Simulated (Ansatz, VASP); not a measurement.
# One calculation of Al2O3, two programs

Contents of INCAR:

```
SYSTEM = Al2O3
PREC = Accurate
ENCUT = 520
EDIFF = 1E-6
ISMEAR = 0
SIGMA = 0.05
LREAL = .FALSE.
LASPH = .TRUE.
NELM = 100
ALGO = Normal
ISIF = 2
LWAVE = .FALSE.
LCHARG = .FALSE.
NBANDS = 20
```

The input KPOINTS:

```
regular mesh
0
G
  12 12 4
  0 0 0
```

Contents of POSCAR:

```
Al2O3
1.0
    2.7760839405      0.0000000000      0.0000000000
   -1.3880419702      2.4041592155      0.0000000000
    0.0000000000      0.0000000000      7.5746360022
Al O
2 3
Direct
    0.0000000000      0.0000000000      0.2779510000
    0.0000000000      0.0000000000      0.7220490000
    0.3333333333      0.6666666667      0.1994540000
    0.6666666667      0.3333333333      0.8005460000
    0.0000000000      0.0000000000      0.5000000000
```

Input for Ansatz:

```yaml
crystal:
  lattice:
    - [2.7760839405, 0.0, 0.0]
    - [-1.3880419702, 2.4041592155, 0.0]
    - [0.0, 0.0, 7.5746360022]
  atoms:
    - { symbol: Al, position: [0.0, 0.0, 0.277951] }
    - { symbol: Al, position: [0.0, 0.0, 0.722049] }
    - { symbol: O, position: [0.3333333333, 0.6666666667, 0.199454] }
    - { symbol: O, position: [0.6666666667, 0.3333333333, 0.800546] }
    - { symbol: O, position: [0.0, 0.0, 0.5] }
basis:
  ecutwfc: 420
kpoints:
  mp_grid: { grid: [12, 12, 4] }
hamiltonian:
  xc: lda
scf:
  occupations: { method: gaussian, width: 0.05 }
output:
  forces: true
  stress: true
  eigenvalues: true
```

Change from the starting cell: strain -0.080 along x and y, +0.000 along z, atoms carried along.

Alike in both runs: task single point; functional LDA; k mesh 12 × 12 × 4; occupations gaussian, width 0.05 eV; no spin polarisation.

|  | VASP | Ansatz |
| --- | --- | --- |
| version | VASP 6.6.1 | Ansatz 0.2.0 |
| potentials or method | VASP PAW LDA potentials, release 64 (Al, O), cutoff 520 eV | scalar-relativistic, plane waves, PAW |
| valence electrons in the cell | 24 | 24 |

```csv
,VASP,Ansatz,Ansatz less VASP
gap on the k mesh at the Fermi level (eV),2.43,2.42,-0.015
least direct gap on the mesh (eV),2.43,2.42,-0.015
pressure (GPa),26.7,24.9,-1.81
"traceless stress, the component that is largest in VASP (GPa)",-29.56,-29.66,-0.099
rms of the force components (eV/Å),0.980,0.987,+0.0069
```

LDA's correlation is that of Perdew and Zunger in VASP and of Perdew and Wang (1992) in Ansatz. Atom by atom the forces differ by 0.043 eV/Å (rms over components).
